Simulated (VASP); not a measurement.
# CrO2 in VASP: single point with PBEsol

Aim: the single point of CrO2 with PBEsol.

Program: VASP 6.6.1. These are calculated values, not measurements. Logs are shortened: lines on timing, memory, paths and dates and some standing lists are left out, and cuts for length are marked.

### Step 1. The cell of the first run

The cell holds a slab with vacuum, 9 atoms: a = 2.587 Å, b = 2.587 Å, c = 23.001 Å, α = 90.00°, β = 90.00°, γ = 120.00°.

### Step 2. Single point, PBEsol

File INCAR:

```
ALGO = Normal
EDIFF = 1E-7
ENCUT = 520
GGA = PS
ISIF = 2
ISMEAR = 0
LASPH = T
LCHARG = F
LREAL = F
LWAVE = F
NBANDS = 46
NELM = 100
PREC = Accurate
SIGMA = 0.02
```

File KPOINTS:

```
k-points
0
Gamma
  18 18 2
```

File POSCAR:

```
CrO2
1.0
    2.5874982857      0.0000000000      0.0000000000
   -1.2937491429      2.2408392477      0.0000000000
    0.0000000000      0.0000000000     23.0009983057
Cr O
3 6
Direct
    0.6666666667      0.3333333333      0.6597259989
    0.3333333333      0.6666666667      0.9076676202
    0.3333333333      0.6666666667      0.4117843776
    0.6666666667      0.3333333333      0.9576144606
    0.6666666667      0.3333333333      0.4617308072
    0.3333333333      0.6666666667      0.7096725964
    0.6666666667      0.3333333333      0.8577211906
    0.6666666667      0.3333333333      0.3618375372
    0.3333333333      0.6666666667      0.6097794014
```

Potentials or basis: VASP PAW PBE potentials, release 64 (Cr_pv, O).

Command:

```sh
> cat potpaw_PBE.64/Cr_pv/POTCAR potpaw_PBE.64/O/POTCAR > POTCAR
> mpirun -np 1 vasp_std > vasp.out
```

OUTCAR:

```text
EDIFF = 1E-7
   ENCUT = 520
   GGA = PS
   ISIF = 2
   ISMEAR = 0
   LASPH = T
   LREAL = F
   NELM = 100
   PREC = Accurate

 ion  position               nearest neighbor table
   1  0.667  0.333  0.660-   6 1.88   9 1.88   6 1.88   9 1.88   6 1.88   9 1.88
   2  0.333  0.667  0.908-   7 1.88   7 1.88   7 1.88   4 1.88   4 1.88   4 1.88
   3  0.333  0.667  0.412-   5 1.88   5 1.88   5 1.88   8 1.88   8 1.88   8 1.88
   4  0.667  0.333  0.958-   2 1.88   2 1.88   2 1.88
   5  0.667  0.333  0.462-   3 1.88   3 1.88   3 1.88
   6  0.333  0.667  0.710-   1 1.88   1 1.88   1 1.88
   7  0.667  0.333  0.858-   2 1.88   2 1.88   2 1.88
   8  0.667  0.333  0.362-   3 1.88   3 1.88   3 1.88
   9  0.333  0.667  0.610-   1 1.88   1 1.88   1 1.88

  LATTYP: Found a hexagonal cell.
 ALAT       =     2.5874982857
 C/A-ratio  =     8.8892805969

  Lattice vectors:

 A1 = (   2.5874982857,   0.0000000000,   0.0000000000)
 A2 = (  -1.2937491429,   2.2408392477,   0.0000000000)
 A3 = (   0.0000000000,   0.0000000000,  23.0009983057)

Analysis of symmetry for initial positions (statically):
=====================================================================
 Subroutine PRICEL returns:
 Original cell was already a primitive cell.

 Routine SETGRP: Setting up the symmetry group for a
 hexagonal supercell.

 Subroutine GETGRP returns: Found 12 space group operations
 (whereof  6 operations were pure point group operations)
 out of a pool of 24 trial point group operations.

The static configuration has the point symmetry C_3v.
 The point group associated with its full space group is D_3h.

Analysis of symmetry for dynamics (positions and initial velocities):
=====================================================================
 Subroutine PRICEL returns:
 Original cell was already a primitive cell.

 Routine SETGRP: Setting up the symmetry group for a
 hexagonal supercell.

 Subroutine GETGRP returns: Found 12 space group operations
 (whereof  6 operations were pure point group operations)
 out of a pool of 24 trial point group operations.

The dynamic configuration has the point symmetry C_3v.
 The point group associated with its full space group is D_3h.

 Subroutine INISYM returns: Found 12 space group operations
 (whereof  6 operations are pure point group operations),
 and found     1 'primitive' translations

----------------------------------------------------------------------------------------

                                     Primitive cell

  volume of cell :     133.3636

  direct lattice vectors                    reciprocal lattice vectors
     2.587498286  0.000000000  0.000000000     0.386473686  0.223130687  0.000000000
    -1.293749143  2.240839248  0.000000000     0.000000000  0.446261373  0.000000000
     0.000000000  0.000000000 23.000998306     0.000000000  0.000000000  0.043476374

  length of vectors
     2.587498286  2.587498286 23.000998306     0.446261373  0.446261373  0.043476374

  position of ions in fractional coordinates (direct lattice)
     0.666666667  0.333333333  0.659725999
     0.333333333  0.666666667  0.907667620
     0.333333333  0.666666667  0.411784378
     0.666666667  0.333333333  0.957614461
     0.666666667  0.333333333  0.461730807
     0.333333333  0.666666667  0.709672596
     0.666666667  0.333333333  0.857721191
     0.666666667  0.333333333  0.361837537
     0.333333333  0.666666667  0.609779401

  ion indices of the primitive-cell ions
   primitive index   ion index
                 1           1
                 2           2
                 3           3
                 4           4
                 5           5
                 6           6
                 7           7
                 8           8
                 9           9

----------------------------------------------------------------------------------------

 KPOINTS: k-points

Automatic generation of k-mesh.
 Grid dimensions read from file:
 generate k-points for:   18   18    2

 Generating k-lattice:

  Cartesian coordinates                     Fractional coordinates (reciprocal lattice)
     0.021470760  0.012396149  0.000000000     0.055555556  0.000000000  0.000000000
     0.000000000  0.024792299  0.000000000     0.000000000  0.055555556  0.000000000
     0.000000000  0.000000000  0.021738187     0.000000000  0.000000000  0.500000000

  Length of vectors
     0.024792299  0.024792299  0.021738187

  Shift w.r.t. Gamma in fractional coordinates (k-lattice)
     0.000000000  0.000000000  0.000000000

 Subroutine IBZKPT returns following result:
 ===========================================

 Found     74 irreducible k-points:

 Following reciprocal coordinates:
            Coordinates               Weight
  0.000000  0.000000  0.000000      1.000000
  0.055556  0.000000  0.000000      6.000000
  0.111111  0.000000  0.000000      6.000000
  0.166667  0.000000  0.000000      6.000000
  0.222222  0.000000  0.000000      6.000000
  0.277778  0.000000  0.000000      6.000000
[... 16 lines left out ...]
  0.333333  0.111111  0.000000     12.000000
  0.388889  0.111111  0.000000     12.000000
 [... further k-points ...]
   k-points           NKPTS =     74   k-points in BZ     NKDIM =     74   number of bands    NBANDS=     46
   number of dos      NEDOS =    301   number of ions     NIONS =      9
   total plane-waves  NPLWV =  72000
   dimension x,y,z NGX =    20 NGY =   20 NGZ =  180
   dimension x,y,z NGXF=    40 NGYF=   40 NGZF=  360
   ions per type =               3   6
   NGX,Y,Z   is equivalent  to a cutoff of  12.85, 12.85, 13.01 a.u.
   NGXF,Y,Z  is equivalent  to a cutoff of  25.70, 25.70, 26.02 a.u.
 SYSTEM =  unknown system
   PREC   = accura    normal or accurate (medium, high low for compatibility)
   ISTART =      0    job   : 0-new  1-cont  2-samecut
   ICHARG =      2    charge: 1-file 2-atom 10-const
   ISPIN  =      1    spin polarized calculation?
   LNONCOLLINEAR =      F non collinear calculations
   LSORBIT =      F    spin-orbit coupling
   LASPH  =      T    aspherical Exc in radial PAW
   ENCUT  =  520.0 eV  38.22 Ry    6.18 a.u.   4.81  4.81 42.77*2*pi/ulx,y,z
   NELM   =    100;   NELMIN=  2; NELMDL= -5     # of ELM steps
   EDIFF  = 0.1E-06   stopping-criterion for ELM
   LREAL  =      F    real-space projection
   EDIFFG = 0.1E-05   stopping-criterion for IOM
   NSW    =      0    number of steps for IOM
   IBRION =     -1    ionic relax: 0-MD 1-quasi-New 2-CG
   NFREE  =      0    steps in history (QN), initial steepest desc. (CG)
   ISIF   =      2    stress and relaxation
   ISYM   =      2    0-nonsym 1-usesym 2-fastsym
   POTIM  = 0.5000    time-step for ionic-motion
   TEBEG  =    0.0;   TEEND  =   0.0 temperature during run
   PSTRESS=    0.0 pullay stress
   NELECT =      72.0000    total number of electrons
   NUPDOWN=      -1.0000    fix difference up-down
   EMIN   =  10.00;   EMAX   =-10.00  energy-range for DOS
   EFERMI =   0.00;   METHOD = LEGACY
   ISMEAR =     0;   SIGMA  =   0.02  broadening in eV -4-tet -1-fermi 0-gaus
   EFERMI_NEDOS =   21; number of points for ismear=-14 and -15
   IALGO  =     38    algorithm
   IMIX   =      4    mixing-type and parameters
     AMIX     =   0.40;   BMIX     =  1.00
     AMIX_MAG =   1.60;   BMIX_MAG =  1.00
  volume/ion in A,a.u.               =      14.82       100.00
  Fermi-wavevector in a.u.,A,eV,Ry     =   1.333030  2.519061 24.177122  1.776968
  Thomas-Fermi vector in A             =   2.461919
   LORBIT       =      0    0 simple, 1 ext, 2 COOP (PROOUT), +10 PAW based schemes
   GGA     = PS    functional components
   LHFCALC =     F    Hartree Fock is set to
   AEXX    =    0.0000 exact exchange contribution
   IVDW    =     0    specifies the selected vdW correction
   LEPSILON=     F    determine dielectric tensor
   LRPA    =     F    only Hartree local field effects (RPA)
 non-spin polarized calculation
 Gauss-broadening in eV      SIGMA  =   0.02
  energy-cutoff  :      520.00
  volume of cell :      133.36
 maximum number of plane-waves:      3626
 NGX is ok and might be reduce to    20
   NGX =  9   NGY =  9   NGZ = 85

 number of electron      72.0000019 magnetization

 Free energy of the ion-electron system (eV)
  ---------------------------------------------------
  ext. energy  EPLUGINS =         0.00000000
  ---------------------------------------------------
  free energy    TOTEN  =       -78.39271185 eV

  energy without entropy =      -78.39271185  energy(sigma->0) =      -78.39271185

 E-fermi :   1.1697     XC(G=0):  -8.1593

 val. band max:        0.9588565658   @ k =   0.0000   0.0000   0.5000
 cond. band min:       1.3370505631   @ k =   0.3333   0.3333   0.0000
 fundamental gap:      0.3781939973
 Fermi energy:         1.1696896286

 k-point     1 :       0.0000    0.0000    0.0000
  band No.  band energies     occupation
      1     -43.3814      2.00000
      2     -43.3812      2.00000
      3     -43.3812      2.00000
      4     -43.1061      2.00000
      5     -43.1061      2.00000
      6     -43.1059      2.00000
[... 38 lines left out ...]
     45       2.6290      0.00000
     46       2.6290      0.00000

 k-point     2 :       0.0556    0.0000    0.0000
  band No.  band energies     occupation
      1     -43.3769      2.00000
      2     -43.3766      2.00000
      3     -43.3766      2.00000
      4     -43.1280      2.00000
      5     -43.1278      2.00000
      6     -43.1278      2.00000
[... 38 lines left out ...]
     45       2.6013      0.00000
     46       2.6948      0.00000

 k-point     3 :       0.1111    0.0000    0.0000
  band No.  band energies     occupation
      1     -43.3637      2.00000
      2     -43.3634      2.00000
      3     -43.3634      2.00000
      4     -43.1905      2.00000
      5     -43.1903      2.00000
      6     -43.1903      2.00000
[... 1018 lines left out ...]
     45       3.3838      0.00000
     46       4.1170      0.00000

 k-point    24 :       0.3889    0.1111    0.0000
  band No.  band energies     occupation
      1     -43.7580      2.00000
      2     -43.7578      2.00000
      3     -43.7578      2.00000
      4     -43.3030      2.00000
      5     -43.3028      2.00000
      6     -43.3028      2.00000
[... 38 lines left out ...]
     45       3.5703      0.00000
     46       4.1658      0.00000

 [... further k-points ...]

------------------------ aborting loop because EDIFF is reached ----------------------------------------

  FORCE on cell =-STRESS in cart. coord.  units (eV):
  Direction    XX          YY          ZZ          XY          YZ          ZX
  --------------------------------------------------------------------------------------
  -------------------------------------------------------------------------------------
  Total        0.6490938      0.6490938      0.6650770     -0.0000000      0.0000000      0.0000000
  in kB        7.7979522      7.7979522      7.9899677     -0.0000000      0.0000000      0.0000000
  external PRESSURE =       7.8619573 kB  Pullay stress =       0.0000000 kB

 VOLUME and BASIS-vectors are now :
 -----------------------------------------------------------------------------
  energy-cutoff  :      520.00
  volume of cell :      133.36
      direct lattice vectors                 reciprocal lattice vectors
     2.587498286  0.000000000  0.000000000     0.386473686  0.223130687  0.000000000
    -1.293749143  2.240839248  0.000000000     0.000000000  0.446261373  0.000000000
     0.000000000  0.000000000 23.000998306     0.000000000  0.000000000  0.043476374

 POSITION                                       TOTAL-FORCE (eV/Angst)
 -----------------------------------------------------------------------------------
      1.29375      0.74695     15.17436        -0.000000     -0.000000     -0.000000
     -0.00000      1.49389     20.87726         0.000000      0.000000     -0.000569
     -0.00000      1.49389      9.47145         0.000000      0.000000      0.000569
      1.29375      0.74695     22.02609         0.000000     -0.000000      0.121100
      1.29375      0.74695     10.62027        -0.000000      0.000000      0.120808
     -0.00000      1.49389     16.32318         0.000000     -0.000000      0.120977
      1.29375      0.74695     19.72844        -0.000000      0.000000     -0.120808
      1.29375      0.74695      8.32262         0.000000     -0.000000     -0.121100
     -0.00000      1.49389     14.02553         0.000000     -0.000000     -0.120977
 -----------------------------------------------------------------------------------
    total drift:                               -0.000001      0.000000      0.000001

  FREE ENERGIE OF THE ION-ELECTRON SYSTEM (eV)
  ---------------------------------------------------
  free  energy   TOTEN  =       -78.3927118510 eV

  energy  without entropy=      -78.3927118510  energy(sigma->0) =      -78.39271185
```

It took 30 min on 1 thread of Intel Xeon Platinum 8375C at 2.90GHz (Ice Lake), shared host; peak memory 0.45 GiB.

What came out:

```
Free energy            : -78.3927 eV
Largest force          : 0.121 eV/Å
Band gap on the k mesh : 0.38 eV (least direct gap 1.64 eV)
```

Forces in eV/Å, atoms in the order of the input:
```
Cr   0.000  0.000  0.000
Cr   0.000  0.000 -0.001
Cr   0.000  0.000  0.001
O    0.000  0.000  0.121
O    0.000  0.000  0.121
O    0.000  0.000  0.121
O    0.000  0.000 -0.121
O    0.000  0.000 -0.121
O    0.000  0.000 -0.121
```

Caveat: there is no dipole correction, which matters where the two faces differ; the PAW data sets were made with another functional, which shifts forces and pressure a little; the run has no spin polarisation, though such a crystal can be magnetic.
